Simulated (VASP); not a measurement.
# HgTe in VASP: a series of runs

Runs on HgTe. Level: HSE06. Tasks: single point.

Everything below comes from runs of VASP 6.6.1. Logs are shortened: lines on timing, memory, paths and dates and some standing lists are left out, and cuts for length are marked.

## (1) The cell of the first run

The structure is cubic, space group F-43m (No. 216). Conventional cell: a = 6.578 Å, b = 6.578 Å, c = 6.578 Å, α = 90.00°, β = 90.00°, γ = 90.00°. Hg (site symmetry -43m) has 4 Te at 2.85 Å within 3.8 Å. Te (site symmetry -43m) has 4 Hg at 2.85 Å within 3.8 Å.

## (2) Single point, HSE06

Input file POSCAR:

```
HgTe
1.0
    0.0000000000      3.2891578888      3.2891578888
    3.2891578888      0.0000000000      3.2891578888
    3.2891578888      3.2891578888      0.0000000000
Hg Te
1 1
Direct
    0.0000000000      0.0000000000      0.0000000000
    0.2500000000      0.2500000000      0.2500000000
```

Input file INCAR.step1:

```
SYSTEM = HgTe
PREC = Accurate ; ENCUT = 520
EDIFF = 1E-5 ; ISMEAR = -1
SIGMA = 0.02 ; LREAL = .FALSE.
LASPH = .TRUE. ; NELM = 80
ALGO = Normal ; ISIF = 2
LWAVE = .TRUE. ; LCHARG = .FALSE.
NBANDS = 16 ; GGA = PE
```

Input file INCAR.step2:

```
SYSTEM = HgTe
PREC = Accurate ; ENCUT = 520
EDIFF = 1E-6 ; ISMEAR = -1
SIGMA = 0.02 ; LREAL = .FALSE.
LASPH = .TRUE. ; NELM = 80
ALGO = Normal ; ISIF = 2
LWAVE = .FALSE. ; LCHARG = .FALSE.
GGA = PE ; LHFCALC = .TRUE.
HFSCREEN = 0.2079 ; PRECFOCK = Normal
NBANDS = 16 ; ISTART = 1
```

Input file KPOINTS:

```
regular mesh
0
G
  4 4 4
  0 0 0
```

Potentials or basis: VASP PAW PBE potentials, release 64 (Hg, Te).

On the command line:

```bash
> cat potpaw_PBE.64/Hg/POTCAR potpaw_PBE.64/Te/POTCAR > POTCAR
> cp INCAR.step1 INCAR
> mpirun -np 1 vasp_std > vasp.out
> cp INCAR.step2 INCAR
> mpirun -np 1 vasp_std > vasp.out
```

OUTCAR:

```text
SYSTEM = HgTe
   PREC = Accurate
   ENCUT = 520
   EDIFF = 1E-6
   ISMEAR = -1
   LREAL = .FALSE.
   LASPH = .TRUE.
   NELM = 80
   ISIF = 2
   GGA = PE
   LHFCALC = .TRUE.
   HFSCREEN = 0.2079
   PRECFOCK = Normal
   ISTART = 1

 ion  position               nearest neighbor table
   1  0.000  0.000  0.000-   2 2.85   2 2.85   2 2.85   2 2.85
   2  0.250  0.250  0.250-   1 2.85   1 2.85   1 2.85   1 2.85

  LATTYP: Found a face centered cubic cell.
 ALAT       =     6.5783157776

  Lattice vectors:

 A1 = (   0.0000000000,   3.2891578888,   3.2891578888)
 A2 = (   3.2891578888,   0.0000000000,   3.2891578888)
 A3 = (   3.2891578888,   3.2891578888,   0.0000000000)

Analysis of symmetry for initial positions (statically):
=====================================================================
 Subroutine PRICEL returns:
 Original cell was already a primitive cell.

 Routine SETGRP: Setting up the symmetry group for a
 face centered cubic supercell.

 Subroutine GETGRP returns: Found 24 space group operations
 (whereof 24 operations were pure point group operations)
 out of a pool of 48 trial point group operations.

The static configuration has the point symmetry T_d .

Analysis of symmetry for dynamics (positions and initial velocities):
=====================================================================
 Subroutine PRICEL returns:
 Original cell was already a primitive cell.

 Routine SETGRP: Setting up the symmetry group for a
 face centered cubic supercell.

 Subroutine GETGRP returns: Found 24 space group operations
 (whereof 24 operations were pure point group operations)
 out of a pool of 48 trial point group operations.

The dynamic configuration has the point symmetry T_d .

 Subroutine INISYM returns: Found 24 space group operations
 (whereof 24 operations are pure point group operations),
 and found     1 'primitive' translations

----------------------------------------------------------------------------------------

                                     Primitive cell

  volume of cell :      71.1679

  direct lattice vectors                    reciprocal lattice vectors
     0.000000000  3.289157889  3.289157889    -0.152014594  0.152014594  0.152014594
     3.289157889  0.000000000  3.289157889     0.152014594 -0.152014594  0.152014594
     3.289157889  3.289157889  0.000000000     0.152014594  0.152014594 -0.152014594

  length of vectors
     4.651571695  4.651571695  4.651571695     0.263297000  0.263297000  0.263297000

  position of ions in fractional coordinates (direct lattice)
     0.000000000  0.000000000  0.000000000
     0.250000000  0.250000000  0.250000000

  ion indices of the primitive-cell ions
   primitive index   ion index
                 1           1
                 2           2

----------------------------------------------------------------------------------------

 KPOINTS: regular mesh

Automatic generation of k-mesh.
 Grid dimensions read from file:
 generate k-points for:    4    4    4

 Generating k-lattice:

  Cartesian coordinates                     Fractional coordinates (reciprocal lattice)
    -0.038003648  0.038003648  0.038003648     0.250000000  0.000000000  0.000000000
     0.038003648 -0.038003648  0.038003648     0.000000000  0.250000000  0.000000000
     0.038003648  0.038003648 -0.038003648     0.000000000  0.000000000  0.250000000

  Length of vectors
     0.065824250  0.065824250  0.065824250

  Shift w.r.t. Gamma in fractional coordinates (k-lattice)
     0.000000000  0.000000000  0.000000000

 Subroutine IBZKPT returns following result:
 ===========================================

 Found      8 irreducible k-points:

 Following reciprocal coordinates:
            Coordinates               Weight
  0.000000  0.000000  0.000000      1.000000
  0.250000  0.000000  0.000000      8.000000
  0.500000  0.000000  0.000000      4.000000
  0.250000  0.250000  0.000000      6.000000
  0.500000  0.250000  0.000000     24.000000
 -0.250000  0.250000  0.000000     12.000000
  0.500000  0.500000  0.000000      3.000000
 -0.250000  0.500000  0.250000      6.000000
   k-points           NKPTS =      8   k-points in BZ     NKDIM =     64   number of bands    NBANDS=     16
   number of dos      NEDOS =    301   number of ions     NIONS =      2
   total plane-waves  NPLWV =  46656
   dimension x,y,z NGX =    36 NGY =   36 NGZ =   36
   dimension x,y,z NGXF=    72 NGYF=   72 NGZF=   72
   ions per type =               1   1
   NGX,Y,Z   is equivalent  to a cutoff of  12.87, 12.87, 12.87 a.u.
   NGXF,Y,Z  is equivalent  to a cutoff of  25.73, 25.73, 25.73 a.u.
 SYSTEM =  HgTe
   PREC   = accura    normal or accurate (medium, high low for compatibility)
   ISTART =      1    job   : 0-new  1-cont  2-samecut
   ICHARG =      0    charge: 1-file 2-atom 10-const
   ISPIN  =      1    spin polarized calculation?
   LNONCOLLINEAR =      F non collinear calculations
   LSORBIT =      F    spin-orbit coupling
   LASPH  =      T    aspherical Exc in radial PAW
   ENCUT  =  520.0 eV  38.22 Ry    6.18 a.u.   8.65  8.65  8.65*2*pi/ulx,y,z
   NELM   =     80;   NELMIN=  2; NELMDL=  0     # of ELM steps
   EDIFF  = 0.1E-05   stopping-criterion for ELM
   LREAL  =      F    real-space projection
   EDIFFG = 0.1E-04   stopping-criterion for IOM
   NSW    =      0    number of steps for IOM
   IBRION =     -1    ionic relax: 0-MD 1-quasi-New 2-CG
   NFREE  =      0    steps in history (QN), initial steepest desc. (CG)
   ISIF   =      2    stress and relaxation
   ISYM   =      3    0-nonsym 1-usesym 2-fastsym
   POTIM  = 0.5000    time-step for ionic-motion
   TEBEG  =    0.0;   TEEND  =   0.0 temperature during run
   PSTRESS=    0.0 pullay stress
   NELECT =      18.0000    total number of electrons
   NUPDOWN=      -1.0000    fix difference up-down
   EMIN   =  10.00;   EMAX   =-10.00  energy-range for DOS
   EFERMI =   0.00;   METHOD = LEGACY
   ISMEAR =    -1;   SIGMA  =   0.02  broadening in eV -4-tet -1-fermi 0-gaus
   EFERMI_NEDOS =   21; number of points for ismear=-14 and -15
   IALGO  =     38    algorithm
   IMIX   =      1    mixing-type and parameters
     AMIX     =   0.40;   BMIX     =  1.00
     AMIX_MAG =   1.60;   BMIX_MAG =  1.00
  volume/ion in A,a.u.               =      35.58       240.13
  Fermi-wavevector in a.u.,A,eV,Ry     =   1.035311  1.956455 14.583669  1.071869
  Thomas-Fermi vector in A             =   2.169648
   LORBIT       =      0    0 simple, 1 ext, 2 COOP (PROOUT), +10 PAW based schemes
   GGA     = PE    functional components
   LHFCALC =     T    Hartree Fock is set to
   PRECFOCK=normal    Normal, Fast or Accurate (Low or Medium for compatibility)
   ENCUT4O =  -1.0   cutoff for four orbital integrals eV
   NKREDX  =     1    reduce k-point grid by
   NKREDY  =     1    reduce k-point grid by
   NKREDZ  =     1    reduce k-point grid by
   AEXX    =    0.2500 exact exchange contribution
   HFSCREEN=    0.2079 screening length (either q_TF or 0.3 A-1)
   HFSCREENC=   0.2079 screening length for correlation (either q_TF or 0.3 A-1)
   ENCUTFOCK=  -1.0 apply spherical cutoff to Coloumb kernel
   IVDW    =     0    specifies the selected vdW correction
   LEPSILON=     F    determine dielectric tensor
   LRPA    =     F    only Hartree local field effects (RPA)
 non-spin polarized calculation
  energy-cutoff  :      520.00
  volume of cell :       71.17
 maximum number of plane-waves:      1924
 NGX is ok and might be reduce to    36
  NGX = 28; NGY = 28; NGZ = 28

 number of electron      18.0000001 magnetization

 Free energy of the ion-electron system (eV)
  ---------------------------------------------------
  ext. energy  EPLUGINS =         0.00000000
  ---------------------------------------------------
  free energy    TOTEN  =        -4.66848628 eV

  energy without entropy =       -4.66729281  energy(sigma->0) =       -4.66788955

 E-fermi :   2.1282     XC(G=0):  -7.0989

 val. band max:        2.1143587660   @ k =   0.0000   0.0000   0.0000
 cond. band min:       3.4648721997   @ k =   0.5000   0.0000   0.0000
 fundamental gap:      1.3505134337
 Fermi energy:         2.1282190657

 k-point     1 :       0.0000    0.0000    0.0000
  band No.  band energies     occupation
      1     -10.5230      2.00000
      2      -6.0583      2.00000
      3      -6.0583      2.00000
      4      -6.0583      2.00000
      5      -5.5871      2.00000
      6      -5.5871      2.00000
      7       1.8548      2.00000
      8       2.1144      1.33337
      9       2.1144      1.33336
     10       2.1144      1.33327
     11       7.1922      0.00000
     12       7.1922      0.00000
     13       7.1922      0.00000
     14       9.5010      0.00000
     15      12.5150      0.00000
     16      12.5150      0.00000

 k-point     2 :       0.2500    0.0000    0.0000
  band No.  band energies     occupation
      1     -10.2559      2.00000
      2      -5.9958      2.00000
      3      -5.9958      2.00000
      4      -5.8622      2.00000
      5      -5.5878      2.00000
      6      -5.5878      2.00000
      7      -1.3081      2.00000
      8       1.5841      2.00000
      9       1.5841      2.00000
     10       3.5800      0.00000
     11       7.7691      0.00000
     12       7.8262      0.00000
     13       7.8262      0.00000
     14      10.8363      0.00000
     15      11.4797      0.00000
     16      11.4797      0.00000

 k-point     3 :       0.5000    0.0000    0.0000
  band No.  band energies     occupation
      1      -9.9683      2.00000
      2      -5.9463      2.00000
      3      -5.9463      2.00000
      4      -5.5702      2.00000
      5      -5.5702      2.00000
      6      -5.2595      2.00000
      7      -3.4147      2.00000
      8       1.1442      2.00000
      9       1.1442      2.00000
     10       3.4649      0.00000
     11       7.9820      0.00000
     12       7.9820      0.00000
     13       9.8051      0.00000
     14      10.8741      0.00000
     15      13.1011      0.00000
     16      13.1011      0.00000

 k-point     4 :       0.2500    0.2500    0.0000
  band No.  band energies     occupation
      1     -10.1653      2.00000
      2      -5.9268      2.00000
      3      -5.9213      2.00000
      4      -5.9213      2.00000
      5      -5.6007      2.00000
      6      -5.5607      2.00000
      7      -1.3481      2.00000
      8       0.8346      2.00000
      9       0.8347      2.00000
     10       4.7105      0.00000
     11       5.8289      0.00000
     12       9.1539      0.00000
     13       9.1539      0.00000
     14       9.6607      0.00000
     15      12.8607      0.00000
     16      13.0809      0.00000

 k-point     5 :       0.5000    0.2500    0.0000
  band No.  band energies     occupation
      1      -9.8766      2.00000
      2      -5.8961      2.00000
      3      -5.8516      2.00000
      4      -5.6765      2.00000
      5      -5.5590      2.00000
      6      -5.2419      2.00000
      7      -3.1122      2.00000
      8      -0.2679      2.00000
      9       0.4623      2.00000
     10       4.9803      0.00000
     11       6.9298      0.00000
     12       8.9280      0.00000
     13       9.5201      0.00000
     14      11.7461      0.00000
     15      13.3365      0.00000
     16      13.6687      0.00000

 k-point     6 :      -0.2500    0.2500    0.0000
  band No.  band energies     occupation
      1      -9.9735      2.00000
      2      -5.9177      2.00000
      3      -5.9135      2.00000
      4      -5.6227      2.00000
      5      -5.6015      2.00000
      6      -5.4332      2.00000
      7      -2.6187      2.00000
      8      -0.3132      2.00000
      9       1.1245      2.00000
     10       4.8992      0.00000
     11       7.7408      0.00000
     12       8.3349      0.00000
     13       8.5607      0.00000
     14      11.0764      0.00000
     15      12.3804      0.00000
     16      13.6016      0.00000

 k-point     7 :       0.5000    0.5000    0.0000
  band No.  band energies     occupation
      1      -9.7783      2.00000
      2      -5.8317      2.00000
      3      -5.7595      2.00000
      4      -5.7595      2.00000
      5      -5.5341      2.00000
      6      -5.1152      2.00000
      7      -3.4367      2.00000
      8      -0.1153      2.00000
      9      -0.1153      2.00000
     10       4.7163      0.00000
     11       5.3249      0.00000
     12      11.1514      0.00000
     13      11.8999      0.00000
     14      11.8999      0.00000
     15      13.3783      0.00000
     16      14.4317      0.00000

 k-point     8 :      -0.2500    0.5000    0.2500
  band No.  band energies     occupation
      1      -9.7801      2.00000
      2      -5.8423      2.00000
      3      -5.8244      2.00000
      4      -5.6346      2.00000
      5      -5.6034      2.00000
      6      -4.9801      2.00000
      7      -3.4568      2.00000
      8      -0.4570      2.00000
      9      -0.4274      2.00000
     10       5.9642      0.00000
     11       7.4901      0.00000
     12       8.1854      0.00000
     13       9.1033      0.00000
     14      12.4984      0.00000
     15      14.0344      0.00000
     16      14.1112      0.00000

------------------------ aborting loop because EDIFF is reached ----------------------------------------

  FORCE on cell =-STRESS in cart. coord.  units (eV):
  Direction    XX          YY          ZZ          XY          YZ          ZX
  --------------------------------------------------------------------------------------
  -------------------------------------------------------------------------------------
  Total        0.0342704      0.0342704      0.0342704      0.0000000      0.0000000      0.0000000
  in kB        0.7715161      0.7715161      0.7715161      0.0000000      0.0000000      0.0000000
  external PRESSURE =       0.7715161 kB  Pullay stress =       0.0000000 kB

 VOLUME and BASIS-vectors are now :
 -----------------------------------------------------------------------------
  energy-cutoff  :      520.00
  volume of cell :       71.17
      direct lattice vectors                 reciprocal lattice vectors
     0.000000000  3.289157889  3.289157889    -0.152014594  0.152014594  0.152014594
     3.289157889  0.000000000  3.289157889     0.152014594 -0.152014594  0.152014594
     3.289157889  3.289157889  0.000000000     0.152014594  0.152014594 -0.152014594

 POSITION                                       TOTAL-FORCE (eV/Angst)
 -----------------------------------------------------------------------------------
      0.00000      0.00000      0.00000        -0.000000     -0.000000     -0.000000
      1.64458      1.64458      1.64458         0.000000      0.000000      0.000000
 -----------------------------------------------------------------------------------
    total drift:                               -0.000036     -0.000026     -0.000025

  FREE ENERGIE OF THE ION-ELECTRON SYSTEM (eV)
  ---------------------------------------------------
  free  energy   TOTEN  =        -4.6684862843 eV

  energy  without entropy=       -4.6672928102  energy(sigma->0) =       -4.66788955
```

Wall time 11 min (1 thread of AMD EPYC 7R13 (Zen 3), shared host); peak memory 0.29 GiB.

What came out:

```
Free energy            : -4.6685 eV
Pressure               : 0.1 GPa
Band gap on the k mesh : zero (filled and empty bands touch)
```

Caveat: the k points lie up to 0.41 Å⁻¹ apart; the PAW data sets were made with another functional, which shifts forces and pressure a little; spin-orbit coupling is left out, which moves the levels of the heavy elements.

## (3) Single point, HSE06 (uniaxial x strain -2.5%)

Input file POSCAR:

```
HgTe
1.0
    0.0000000000      3.2891578888      3.2891578888
    3.2069289416      0.0000000000      3.2891578888
    3.2069289416      3.2891578888      0.0000000000
Hg Te
1 1
Direct
    0.0000000000      0.0000000000      0.0000000000
    0.2500000000      0.2500000000      0.2500000000
```

Input file INCAR.step1:

```
PREC     = Accurate       # precision mode
ENCUT    = 520            # plane-wave cutoff, eV
EDIFF    = 1E-5           # SCF threshold, eV
ISMEAR   = -1             # smearing method
SIGMA    = 0.02           # smearing width, eV
LREAL    = False          # projectors in reciprocal space
LASPH    = True           # aspherical terms in the spheres
NELM     = 60             # most SCF steps
ALGO     = Normal         # electronic algorithm
ISIF     = 2              # what is computed and relaxed
LWAVE    = True           # write WAVECAR
LCHARG   = False          # write CHGCAR
GGA      = PE             # functional
NBANDS   = 16             # bands
```

Input file INCAR.step2:

```
PREC     = Accurate       # precision mode
ENCUT    = 520            # plane-wave cutoff, eV
EDIFF    = 1E-7           # SCF threshold, eV
ISMEAR   = -1             # smearing method
SIGMA    = 0.02           # smearing width, eV
LREAL    = False          # projectors in reciprocal space
LASPH    = True           # aspherical terms in the spheres
NELM     = 60             # most SCF steps
ALGO     = Normal         # electronic algorithm
ISIF     = 2              # what is computed and relaxed
LWAVE    = False          # write WAVECAR
LCHARG   = False          # write CHGCAR
GGA      = PE             # functional
LHFCALC  = True           # exact exchange
HFSCREEN = 0.2079         # screening, 1/A
PRECFOCK = Normal       
ISTART   = 1            
NBANDS   = 16             # bands
```

Input file KPOINTS:

```
regular mesh
0
Gamma
  4 4 4
```

Potentials or basis: VASP PAW PBE potentials, release 64 (Hg, Te).

On the command line:

```bash
> cat potpaw_PBE.64/Hg/POTCAR potpaw_PBE.64/Te/POTCAR > POTCAR
> cp INCAR.step1 INCAR
> mpirun -np 1 vasp_std > vasp.out
> cp INCAR.step2 INCAR
> mpirun -np 1 vasp_std > vasp.out
```

Wall time 21 min (1 thread of AMD EPYC 7R13 (Zen 3), shared host); peak memory 0.3 GiB.

It converged, with:

```
Free energy            : -4.6607 eV
Pressure               : 1.2 GPa
Band gap on the k mesh : 0.13 eV
```

Stress tensor (GPa, compression positive):
```
1.29 0.00 0.00
0.00 1.09 0.00
0.00 0.00 1.09
```

Levels at points of the mesh, in eV from the valence-band top:
```tsv
k point	band 6	band 7	band 8	band 9	band 10	band 11	band 12	band 13
(0.00, 0.00, 0.00)	-7.75	-0.15	0.00	0.00	0.13	5.08	5.08	5.09
(0.50, 0.00, 0.00)	-7.41	-5.66	-1.04	-0.91	1.40	5.82	5.97	7.75
(0.50, 0.50, 0.00)	-7.27	-5.70	-2.29	-2.22	2.71	3.23	9.13	9.86
(0.00, 0.50, 0.50)	-7.22	-5.57	-2.37	-2.37	2.52	3.12	9.30	9.94
```

Caveat: the cell differs from its parent crystal (uniaxial x strain -2.5%); the PAW data sets were made with another functional, which shifts forces and pressure a little; spin-orbit coupling is left out, which moves the levels of the heavy elements.

(Part 1 of 2 ends here.)

The gap in the log of VASP goes by the Fermi energy; the results here count the filled bands.